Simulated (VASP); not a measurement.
# Re (P6_3/mmc) in VASP: notebook

Runs on Re. Level: PBEsol. Tasks: single point.

Everything below comes from runs of VASP 6.6.1. Logs are shortened: lines on timing, memory, paths and dates and some standing lists are left out, and cuts for length are marked.

**1. The cell of the first run**

The structure is hexagonal, space group P6_3/mmc (No. 194). Conventional cell: a = 2.719 Å, b = 2.719 Å, c = 4.388 Å, α = 90.00°, β = 90.00°, γ = 120.00°. Re (site symmetry -6m2) has 12 Re at 2.70 to 2.72 Å within 3.6 Å.

**2. Single point, PBEsol**

INCAR

```
SYSTEM = Re
ALGO = Normal
EDIFF = 1E-7
ENCUT = 520
GGA = PS
ISIF = 2
ISMEAR = -1
LASPH = .True.
LCHARG = .False.
LREAL = .False.
LWAVE = .False.
NBANDS = 14
NELM = 80
PREC = Accurate
SIGMA = 0.1
```

KPOINTS

```
k-points
0
Gamma
  20 20 12
  0 0 0
```

POSCAR

```
Re
1.0
    2.7193042984      0.0000000000      0.0000000000
   -1.3596521492      2.3549866031      0.0000000000
    0.0000000000      0.0000000000      4.3881040295
Re
2
Direct
    0.3333333333      0.6666666667      0.2500000000
    0.6666666667      0.3333333333      0.7500000000
```

Potentials or basis: VASP PAW PBE potentials, release 64 (Re).

Started as:

```
cat potpaw_PBE.64/Re/POTCAR > POTCAR
mpirun -np 1 vasp_std > vasp.out
```

OUTCAR:

```text
SYSTEM = Re
   EDIFF = 1E-7
   ENCUT = 520
   GGA = PS
   ISIF = 2
   ISMEAR = -1
   LASPH = .True.
   LREAL = .False.
   NELM = 80
   PREC = Accurate

 ion  position               nearest neighbor table
   1  0.333  0.667  0.250-   2 2.70   2 2.70   2 2.70   2 2.70   2 2.70   2 2.70
   2  0.667  0.333  0.750-   1 2.70   1 2.70   1 2.70   1 2.70   1 2.70   1 2.70

  LATTYP: Found a hexagonal cell.
 ALAT       =     2.7193042984
 C/A-ratio  =     1.6136862771

  Lattice vectors:

 A1 = (   2.7193042984,   0.0000000000,   0.0000000000)
 A2 = (  -1.3596521492,   2.3549866031,   0.0000000000)
 A3 = (   0.0000000000,   0.0000000000,   4.3881040295)

Analysis of symmetry for initial positions (statically):
=====================================================================
 Subroutine PRICEL returns:
 Original cell was already a primitive cell.

 Routine SETGRP: Setting up the symmetry group for a
 hexagonal supercell.

 Subroutine GETGRP returns: Found 24 space group operations
 (whereof 12 operations were pure point group operations)
 out of a pool of 24 trial point group operations.

The static configuration has the point symmetry D_3d.
 The point group associated with its full space group is D_6h.

Analysis of symmetry for dynamics (positions and initial velocities):
=====================================================================
 Subroutine PRICEL returns:
 Original cell was already a primitive cell.

 Routine SETGRP: Setting up the symmetry group for a
 hexagonal supercell.

 Subroutine GETGRP returns: Found 24 space group operations
 (whereof 12 operations were pure point group operations)
 out of a pool of 24 trial point group operations.

The dynamic configuration has the point symmetry D_3d.
 The point group associated with its full space group is D_6h.

 Subroutine INISYM returns: Found 24 space group operations
 (whereof 12 operations are pure point group operations),
 and found     1 'primitive' translations

----------------------------------------------------------------------------------------

                                     Primitive cell

  volume of cell :      28.1011

  direct lattice vectors                    reciprocal lattice vectors
     2.719304298  0.000000000  0.000000000     0.367741117  0.212315433  0.000000000
    -1.359652149  2.354986603  0.000000000     0.000000000  0.424630866  0.000000000
     0.000000000  0.000000000  4.388104030     0.000000000  0.000000000  0.227888854

  length of vectors
     2.719304298  2.719304298  4.388104030     0.424630866  0.424630866  0.227888854

  position of ions in fractional coordinates (direct lattice)
     0.333333333  0.666666667  0.250000000
     0.666666667  0.333333333  0.750000000

  ion indices of the primitive-cell ions
   primitive index   ion index
                 1           1
                 2           2

----------------------------------------------------------------------------------------

 KPOINTS: k-points

Automatic generation of k-mesh.
 Grid dimensions read from file:
 generate k-points for:   20   20   12

 Generating k-lattice:

  Cartesian coordinates                     Fractional coordinates (reciprocal lattice)
     0.018387056  0.010615772  0.000000000     0.050000000  0.000000000  0.000000000
     0.000000000  0.021231543  0.000000000     0.000000000  0.050000000  0.000000000
     0.000000000  0.000000000  0.018990738     0.000000000  0.000000000  0.083333333

  Length of vectors
     0.021231543  0.021231543  0.018990738

  Shift w.r.t. Gamma in fractional coordinates (k-lattice)
     0.000000000  0.000000000  0.000000000

 Subroutine IBZKPT returns following result:
 ===========================================

 Found    308 irreducible k-points:

 Following reciprocal coordinates:
            Coordinates               Weight
  0.000000  0.000000  0.000000      1.000000
  0.050000  0.000000  0.000000      6.000000
  0.100000  0.000000  0.000000      6.000000
  0.150000  0.000000  0.000000      6.000000
  0.200000  0.000000  0.000000      6.000000
  0.250000  0.000000  0.000000      6.000000
[... 16 lines left out ...]
  0.200000  0.100000  0.000000     12.000000
  0.250000  0.100000  0.000000     12.000000
 [... further k-points ...]
   k-points           NKPTS =    308   k-points in BZ     NKDIM =    308   number of bands    NBANDS=     14
   number of dos      NEDOS =    301   number of ions     NIONS =      2
   total plane-waves  NPLWV =  14400
   dimension x,y,z NGX =    20 NGY =   20 NGZ =   36
   dimension x,y,z NGXF=    40 NGYF=   40 NGZF=   72
   ions per type =               2
   NGX,Y,Z   is equivalent  to a cutoff of  12.23, 12.23, 13.64 a.u.
   NGXF,Y,Z  is equivalent  to a cutoff of  24.45, 24.45, 27.28 a.u.
 SYSTEM =  Re
   PREC   = accura    normal or accurate (medium, high low for compatibility)
   ISTART =      0    job   : 0-new  1-cont  2-samecut
   ICHARG =      2    charge: 1-file 2-atom 10-const
   ISPIN  =      1    spin polarized calculation?
   LNONCOLLINEAR =      F non collinear calculations
   LSORBIT =      F    spin-orbit coupling
   LASPH  =      T    aspherical Exc in radial PAW
   ENCUT  =  520.0 eV  38.22 Ry    6.18 a.u.   5.06  5.06  8.16*2*pi/ulx,y,z
   NELM   =     80;   NELMIN=  2; NELMDL= -5     # of ELM steps
   EDIFF  = 0.1E-06   stopping-criterion for ELM
   LREAL  =      F    real-space projection
   EDIFFG = 0.1E-05   stopping-criterion for IOM
   NSW    =      0    number of steps for IOM
   IBRION =     -1    ionic relax: 0-MD 1-quasi-New 2-CG
   NFREE  =      0    steps in history (QN), initial steepest desc. (CG)
   ISIF   =      2    stress and relaxation
   ISYM   =      2    0-nonsym 1-usesym 2-fastsym
   POTIM  = 0.5000    time-step for ionic-motion
   TEBEG  =    0.0;   TEEND  =   0.0 temperature during run
   PSTRESS=    0.0 pullay stress
   NELECT =      14.0000    total number of electrons
   NUPDOWN=      -1.0000    fix difference up-down
   EMIN   =  10.00;   EMAX   =-10.00  energy-range for DOS
   EFERMI =   0.00;   METHOD = LEGACY
   ISMEAR =    -1;   SIGMA  =   0.10  broadening in eV -4-tet -1-fermi 0-gaus
   EFERMI_NEDOS =   21; number of points for ismear=-14 and -15
   IALGO  =     38    algorithm
   IMIX   =      4    mixing-type and parameters
     AMIX     =   0.40;   BMIX     =  1.00
     AMIX_MAG =   1.60;   BMIX_MAG =  1.00
  volume/ion in A,a.u.               =      14.05        94.82
  Fermi-wavevector in a.u.,A,eV,Ry     =   1.297806  2.452498 22.916299  1.684300
  Thomas-Fermi vector in A             =   2.429175
   LORBIT       =      0    0 simple, 1 ext, 2 COOP (PROOUT), +10 PAW based schemes
   GGA     = PS    functional components
   LHFCALC =     F    Hartree Fock is set to
   AEXX    =    0.0000 exact exchange contribution
   IVDW    =     0    specifies the selected vdW correction
   LEPSILON=     F    determine dielectric tensor
   LRPA    =     F    only Hartree local field effects (RPA)
 non-spin polarized calculation
  energy-cutoff  :      520.00
  volume of cell :       28.10
 maximum number of plane-waves:       776
   NGX = 11   NGY = 11   NGZ = 17

 number of electron      13.9999999 magnetization

 Free energy of the ion-electron system (eV)
  ---------------------------------------------------
  ext. energy  EPLUGINS =         0.00000000
  ---------------------------------------------------
  free energy    TOTEN  =       -26.71590007 eV

  energy without entropy =      -26.66507658  energy(sigma->0) =      -26.69048832

 E-fermi :   8.2990     XC(G=0): -14.0724

 val. band max:        8.2910900058   @ k =   0.3500   0.1000   0.3333
 cond. band min:       8.3019561464   @ k =   0.3500   0.0500   0.3333
 fundamental gap:      0.0108661406
 Fermi energy:         8.2990259526

 k-point     1 :       0.0000    0.0000    0.0000
  band No.  band energies     occupation
      1      -1.9199      2.00000
      2       1.3089      2.00000
      3       6.5829      2.00000
      4       6.5829      2.00000
      5       6.6037      2.00000
      6       7.4902      1.99939
      7       7.4902      1.99939
      8       8.4804      0.28029
      9       8.4804      0.28029
     10       9.0286      0.00136
     11      11.8879      0.00000
     12      11.8879      0.00000
     13      18.9338      0.00000
     14      22.5222      0.00000

 k-point     2 :       0.0500    0.0000    0.0000
  band No.  band energies     occupation
      1      -1.8111      2.00000
      2       1.4120      2.00000
      3       6.2396      2.00000
      4       6.6832      2.00000
      5       6.9089      2.00000
      6       7.4091      1.99973
      7       7.5853      1.99841
      8       8.2842      1.07380
      9       8.3924      0.56443
     10       8.7019      0.03497
     11      11.9499      0.00000
     12      12.4126      0.00000
     13      18.9369      0.00000
     14      22.7706      0.00000

 k-point     3 :       0.1000    0.0000    0.0000
  band No.  band energies     occupation
      1      -1.4924      2.00000
      2       1.7053      2.00000
      3       5.8315      2.00000
      4       6.9816      2.00000
      5       7.1145      1.99999
      6       7.3153      1.99989
      7       7.4824      1.99943
      8       7.8675      1.97362
      9       8.1563      1.61292
     10       8.4194      0.46164
     11      12.1095      0.00000
     12      13.5120      0.00000
     13      18.9184      0.00000
     14      23.4728      0.00000
[... 324 lines left out ...]
 k-point    23 :       0.2000    0.1000    0.0000
  band No.  band energies     occupation
      1       0.6505      2.00000
      2       3.0974      2.00000
      3       4.6101      2.00000
      4       4.6647      2.00000
      5       6.4158      2.00000
      6       6.5931      2.00000
      7       7.9149      1.95795
      8       8.6112      0.08443
      9       9.4015      0.00003
     10      10.3277      0.00000
     11      12.5388      0.00000
     12      17.9357      0.00000
     13      18.3435      0.00000
     14      23.9839      0.00000

 k-point    24 :       0.2500    0.1000    0.0000
  band No.  band energies     occupation
      1       1.3472      2.00000
      2       3.0063      2.00000
      3       3.9552      2.00000
      4       4.8705      2.00000
      5       6.3568      2.00000
      6       6.5530      2.00000
      7       7.6056      1.99805
      8       9.2817      0.00011
      9      10.3257      0.00000
     10      11.3043      0.00000
     11      12.6270      0.00000
     12      18.1694      0.00000
     13      19.1591      0.00000
     14      22.2241      0.00000

 [... further k-points ...]

------------------------ aborting loop because EDIFF is reached ----------------------------------------

  FORCE on cell =-STRESS in cart. coord.  units (eV):
  Direction    XX          YY          ZZ          XY          YZ          ZX
  --------------------------------------------------------------------------------------
  -------------------------------------------------------------------------------------
  Total        2.7099429      2.7099429      2.6895051     -0.0000000     -0.0000000      0.0000000
  in kB      154.5067854    154.5067854    153.3415267     -0.0000000     -0.0000000      0.0000000
  external PRESSURE =     154.1183659 kB  Pullay stress =       0.0000000 kB

 VOLUME and BASIS-vectors are now :
 -----------------------------------------------------------------------------
  energy-cutoff  :      520.00
  volume of cell :       28.10
      direct lattice vectors                 reciprocal lattice vectors
     2.719304298  0.000000000  0.000000000     0.367741117  0.212315433  0.000000000
    -1.359652149  2.354986603  0.000000000     0.000000000  0.424630866  0.000000000
     0.000000000  0.000000000  4.388104030     0.000000000  0.000000000  0.227888854

 POSITION                                       TOTAL-FORCE (eV/Angst)
 -----------------------------------------------------------------------------------
     -0.00000      1.56999      1.09703        -0.000000      0.000000      0.000000
      1.35965      0.78500      3.29108         0.000000      0.000000      0.000000
 -----------------------------------------------------------------------------------
    total drift:                               -0.000000      0.000000     -0.000000

  FREE ENERGIE OF THE ION-ELECTRON SYSTEM (eV)
  ---------------------------------------------------
  free  energy   TOTEN  =       -26.7159000686 eV

  energy  without entropy=      -26.6650765802  energy(sigma->0) =      -26.69048832
```

It took 2.7 min on 1 thread of Oxide Virtual Turin-like, shared host; peak memory 0.19 GiB.

What came out:

| Item | Value |
| --- | --- |
| Free energy | -26.7159 eV |
| Pressure | 15.4 GPa |
| Band gap on the k mesh | zero (bands 7 and 8 overlap by 3.62 eV) |

Stress tensor (GPa, compression positive):
```
15.45  0.00  0.00
 0.00 15.45  0.00
 0.00  0.00 15.33
```

Caveat: the cell stands under pressure; the PAW data sets were made with another functional, which shifts forces and pressure a little; spin-orbit coupling is left out, which moves the levels of the heavy elements.

**3. Single point, PBEsol**

This run uses another cell than the first one, of 14.21 Å³/atom.

INCAR

```
ALGO = Normal
EDIFF = 1E-6
ENCUT = 520
GGA = PS
ISIF = 2
ISMEAR = -1
LASPH = T
LCHARG = T
LELF = T
LREAL = F
LVHAR = T
LWAVE = F
NBANDS = 14
NELM = 100
PREC = Accurate
SIGMA = 0.1
```

KPOINTS

```
k-points
0
Gamma
  20 20 12
```

POSCAR

```
Re
1.0
    2.7295930905      0.0000000000      0.0000000000
   -1.3647965452      2.3638969584      0.0000000000
    0.0000000000      0.0000000000      4.4044420841
Re
2
Direct
    0.3333333333      0.6666666667      0.2500000000
    0.6666666667      0.3333333333      0.7500000000
```

Potentials or basis: VASP PAW PBE potentials, release 64 (Re).

Started as:

```
cat potpaw_PBE.64/Re/POTCAR > POTCAR
mpirun -np 1 vasp_std > vasp.out
```

Run time: 2.7 min. Hardware: 1 thread of Oxide Virtual Turin-like, shared host; peak memory 0.19 GiB.

It converged, with:

```
Free energy            : -26.7416 eV
Pressure               : 10.3 GPa
Band gap on the k mesh : zero (bands 7 and 8 overlap by 3.55 eV)
```

Stress tensor (GPa, compression positive):
```
10.31  0.00  0.00
 0.00 10.31  0.00
 0.00  0.00 10.18
```

Levels at points of the mesh, in eV from the Fermi level:
| k point | band 5 | band 6 | band 7 | band 8 | band 9 | band 10 |
| --- | --- | --- | --- | --- | --- | --- |
| (0.00, 0.00, 0.00) | -1.66 | -0.79 | -0.79 | 0.18 | 0.18 | 0.70 |
| (0.50, 0.00, 0.00) | -1.75 | -1.42 | -0.62 | 4.19 | 4.63 | 4.76 |
| (0.00, 0.00, 0.50) | -1.82 | -1.82 | -1.82 | -1.82 | 2.69 | 2.69 |
| (0.50, 0.00, 0.50) | 0.40 | 0.40 | 1.00 | 1.00 | 4.52 | 4.52 |

Caveat: the cell stands under pressure; the PAW data sets were made with another functional, which shifts forces and pressure a little; spin-orbit coupling is left out, which moves the levels of the heavy elements.

**4. Single point, PBEsol**

This run uses another cell than the first one, of 14.31 Å³/atom.

INCAR

```
PREC = Accurate
ENCUT = 520
EDIFF = 1E-7
ISMEAR = -1
SIGMA = 0.1
LREAL = F
LASPH = T
NELM = 60
ALGO = Normal
ISIF = 2
LWAVE = F
LCHARG = F
GGA = PS
NBANDS = 14
```

KPOINTS

```
regular mesh
0
Gamma
  20 20 12
```

POSCAR

```
Re
1.0
    2.7359604941      0.0000000000      0.0000000000
   -1.3679802470      2.3694112916      0.0000000000
    0.0000000000      0.0000000000      4.4145634286
Re
2
Direct
    0.3333333333      0.6666666667      0.2500000000
    0.6666666667      0.3333333333      0.7500000000
```

Started as:

```
cat potpaw_PBE.64/Re/POTCAR > POTCAR
mpirun -np 1 vasp_std > vasp.out
```

Run time: 3.1 min. Hardware: 1 thread of Oxide Virtual Turin-like, shared host; peak memory 0.2 GiB.

It converged, with:

| Quantity | Value |
| --- | --- |
| Free energy | -26.7526 eV |
| Pressure | 7.2 GPa |
| Band gap on the k mesh | zero (bands 7 and 8 overlap by 3.50 eV) |

Stress tensor (GPa, compression positive):
```
7.26 0.00 0.00
0.00 7.26 0.00
0.00 0.00 7.13
```

Levels at points of the mesh, in eV from the Fermi level:
```
           k point  band 4  band 5  band 6  band 7  band 8  band 9  band 10  band 11
(0.00, 0.00, 0.00)   -1.66   -1.64   -0.78   -0.78    0.18    0.18     0.69     3.50
(0.50, 0.00, 0.00)   -2.04   -1.75   -1.41   -0.61    4.14    4.58     4.71     6.32
(0.00, 0.00, 0.50)   -2.46   -1.80   -1.80   -1.80   -1.80    2.66     2.66     2.66
(0.50, 0.00, 0.50)   -4.26    0.40    0.40    0.98    0.98    4.47     4.47     4.98
```

Caveat: the cell stands under pressure; the PAW data sets were made with another functional, which shifts forces and pressure a little; spin-orbit coupling is left out, which moves the levels of the heavy elements.

**5. Single point, PBEsol**

This run uses another cell than the first one, of 14.41 Å³/atom.

INCAR

```
PREC = Accurate
ENCUT = 520
EDIFF = 1E-7
ISMEAR = -1
SIGMA = 0.1
LREAL = False
LASPH = True
NELM = 80
ALGO = Normal
ISIF = 2
LWAVE = False
LCHARG = False
GGA = PS
NBANDS = 14
```

KPOINTS is that of step 4.

POSCAR

```
Re
1.0
    2.7426460345      0.0000000000      0.0000000000
   -1.3713230173      2.3752011395      0.0000000000
    0.0000000000      0.0000000000      4.4250843874
Re
2
Direct
    0.3333333333      0.6666666667      0.2500000000
    0.6666666667      0.3333333333      0.7500000000
```

Started as:

```
cat potpaw_PBE.64/Re/POTCAR > POTCAR
mpirun -np 1 vasp_std > vasp.out
```

Run time: 3.1 min. Hardware: 1 thread of Oxide Virtual Turin-like, shared host; peak memory 0.2 GiB.

The run converged. Its results:

| Quantity | Value |
| --- | --- |
| Free energy | -26.7601 eV |
| Pressure | 4.1 GPa |
| Band gap on the k mesh | zero (bands 7 and 8 overlap by 3.46 eV) |

Stress tensor (GPa, compression positive):
```
4.17 0.00 0.00
0.00 4.17 0.00
0.00 0.00 4.04
```

Levels at points of the mesh, in eV from the Fermi level:
```
           k point  band 4  band 5  band 6  band 7  band 8  band 9  band 10  band 11
(0.00, 0.00, 0.00)   -1.64   -1.62   -0.77   -0.77    0.18    0.18     0.67     3.47
(0.50, 0.00, 0.00)   -2.02   -1.75   -1.40   -0.61    4.10    4.53     4.65     6.26
(0.00, 0.00, 0.50)   -2.44   -1.78   -1.78   -1.78   -1.78    2.63     2.63     2.63
(0.50, 0.00, 0.50)   -4.22    0.40    0.40    0.97    0.97    4.42     4.42     4.93
```

Caveat: the cell stands under pressure; the PAW data sets were made with another functional, which shifts forces and pressure a little; spin-orbit coupling is left out, which moves the levels of the heavy elements.

**6. The runs side by side**

```tsv
cell	gap on the mesh (eV)	pressure (GPa)
a = 2.719, b = 2.719, c = 4.388 Å, angles 90.0, 90.0, 120.0°, 2 atoms	none	15.4
a = 2.730, b = 2.730, c = 4.404 Å, angles 90.0, 90.0, 120.0°, 2 atoms	none	10.3
a = 2.736, b = 2.736, c = 4.415 Å, angles 90.0, 90.0, 120.0°, 2 atoms	none	7.2
a = 2.743, b = 2.743, c = 4.425 Å, angles 90.0, 90.0, 120.0°, 2 atoms	none	4.1
```

Alike in all rows: task single point; level PBEsol; potentials or basis VASP PAW PBE potentials, release 64 (Re); no spin polarisation; k mesh 20 × 20 × 12; cutoff (eV) 520; smearing fermi-dirac 0.1 eV.

Caveats: the cell stands under pressure; the PAW data sets were made with another functional, which shifts forces and pressure a little; spin-orbit coupling is left out, which moves the levels of the heavy elements.

Total energies depend on the potentials used, so only differences within one code and one set of settings carry meaning.
